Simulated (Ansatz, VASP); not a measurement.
# One calculation of TaF3, two programs

```
Ta F
1.0
     3.90120    0.00000    0.00000
     0.00000    3.90120    0.00000
     0.00000    0.00000    3.90120
Ta F
1 3
Direct
  0.00000 0.00000 0.00000
  0.50000 0.00000 0.00000
  0.00000 0.50000 0.00000
  0.00000 0.00000 0.50000
```

Alike in both runs: task single point; functional PBEsol; k mesh 5 × 5 × 5; occupations gaussian, width 0.05 eV; collinear spin; Hubbard terms Ta d U = 5.0 eV.

```csv
,VASP,Ansatz
version,VASP 6.6.1,Ansatz 0.2.0
potentials or method,"VASP PAW PBE potentials, release 64 (Ta_pv, F), cutoff 520 eV","scalar-relativistic, plane waves, PAW"
valence electrons in the cell,32,34
```

VASP gave:

* gap on the k mesh at the Fermi level (eV): none
* net moment per atom (μB): 0.50
* size of the moment on the site where the two differ most (μB): 1.59

What did Ansatz give for the same quantities?

gap on the k mesh at the Fermi level (eV): none; net moment per atom (μB): 0.50; size of the moment on the site where the two differ most (μB): 0.78.

VASP's potentials were made for PBE, not for PBEsol. Site moments also hang on the region over which each program counts them. The programs project onto different local orbitals, so the same U acts differently, and such runs can settle in different states. A gap of «none» marks a metal or a gap that the smearing closes. VASP's potentials hold 32 valence electrons a cell and Ansatz's 34, so a difference there can come from the potentials and not from the codes. Ansatz's warnings: filled band counts differ across k points.

Neither program's run includes spin-orbit coupling.
